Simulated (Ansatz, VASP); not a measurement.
# C in VASP and in Ansatz

The input INCAR:

```
SYSTEM = C
PREC = Accurate
ENCUT = 520
EDIFF = 1E-6
ISMEAR = 0
SIGMA = 0.05
LREAL = .FALSE.
LASPH = .TRUE.
NELM = 60
ALGO = Normal
ISIF = 2
LWAVE = .FALSE.
LCHARG = .TRUE.
GGA = PE
IVDW = 12
LELF = .TRUE.
LVHAR = .TRUE.
NBANDS = 11
```

The input KPOINTS:

```
Automatic mesh
0
G
  15 15 15
  0 0 0
```

POSCAR

```
C
1.0
    1.2324809262      0.7115731945      3.3609366220
   -1.2324809262      0.7115731945      3.3609366220
    0.0000000000     -1.4231463891      3.3609366220
C
2
Direct
    0.1689113136      0.1689113136      0.1478312615
    0.8310886864      0.8310886864      0.8521687385
```

Input for Ansatz:

```yaml
crystal:
  lattice:
    - [1.2324809262, 0.7115731945, 3.360936622]
    - [-1.2324809262, 0.7115731945, 3.360936622]
    - [0.0, -1.4231463891, 3.360936622]
  atoms:
    - { symbol: C, position: [0.1689113136, 0.1689113136, 0.1478312615] }
    - { symbol: C, position: [0.8310886864, 0.8310886864, 0.8521687385] }
basis:
  ecutwfc: 520.0
kpoints:
  mp_grid: { grid: [15, 15, 15] }
hamiltonian:
  xc: pbe
  pseudopotentials: { kind: paw, azcp: { folder: soft_1 } }
  dispersion: d3bj
scf:
  occupations: { method: gaussian, width: 0.05 }
output:
  forces: true
  stress: true
  eigenvalues: true
```

Change from the starting cell: mode 4 frozen in at -0.048 Å and mode 6 at +0.030 Å (largest displacements).

Alike in both runs: task single point; functional PBE; dispersion D3(BJ); k mesh 15 × 15 × 15; occupations gaussian, width 0.05 eV; no spin polarisation.

```csv
,VASP,Ansatz
version,VASP 6.6.1,Ansatz 0.2.0
potentials or method,"VASP PAW PBE potentials, release 64 (C), cutoff 520 eV","scalar-relativistic, plane waves, PAW"
valence electrons in the cell,8,8
```

Ansatz gave:

* gap on the k mesh at the Fermi level (eV): 0.19
* least direct gap on the mesh (eV): 0.19
* pressure (GPa): 1.0
* traceless stress, the component that is largest in VASP (GPa): 6.83
* rms of the force components (eV/Å): 1.918

Problem. Estimate VASP's values.

Solution. gap on the k mesh at the Fermi level (eV): 0.19; least direct gap on the mesh (eV): 0.19; pressure (GPa): 1.4; traceless stress, the component that is largest in VASP (GPa): 7.19; rms of the force components (eV/Å): 1.919.

Atom by atom the forces differ by 0.005 eV/Å (rms over components).
